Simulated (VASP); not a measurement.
Input of a VASP 6.6.1 run:

The input INCAR:

```
SYSTEM = B7C
  ALGO = Normal
  EDIFF = 1E-7
  ENCUT = 520
  GGA = PE
  ISIF = 2
  ISMEAR = 0
  LASPH = .TRUE.
  LCHARG = .FALSE.
  LREAL = .FALSE.
  LWAVE = .FALSE.
  NBANDS = 22
  NELM = 100
  PREC = Accurate
  SIGMA = 0.1
```

The input KPOINTS:

```
k-points
0
G
  6 6 6
  0 0 0
```

Contents of POSCAR:

```
B7C
1.0
    0.0000000000      3.1810919600      3.1810919600
    3.1810919600      0.0000000000      3.1810919600
    3.1810919600      3.1810919600      0.0000000000
B C
7 1
Direct
    0.5000000000      0.0000000000      0.0000000000
    0.0000000000      0.5000000000      0.5000000000
    0.0000000000      0.5000000000      0.0000000000
    0.5000000000      0.0000000000      0.5000000000
    0.0000000000      0.0000000000      0.5000000000
    0.5000000000      0.5000000000      0.0000000000
    0.5000000000      0.5000000000      0.5000000000
    0.0000000000      0.0000000000      0.0000000000
```

Potentials or basis: VASP PAW PBE potentials, release 64 (B, C).

Launch:

```sh
$ cat potpaw_PBE.64/B/POTCAR potpaw_PBE.64/C/POTCAR > POTCAR
$ mpirun -np 1 vasp_std > vasp.out
```

(1) Predict the pressure.

## Answers

(1) -38.1 GPa.
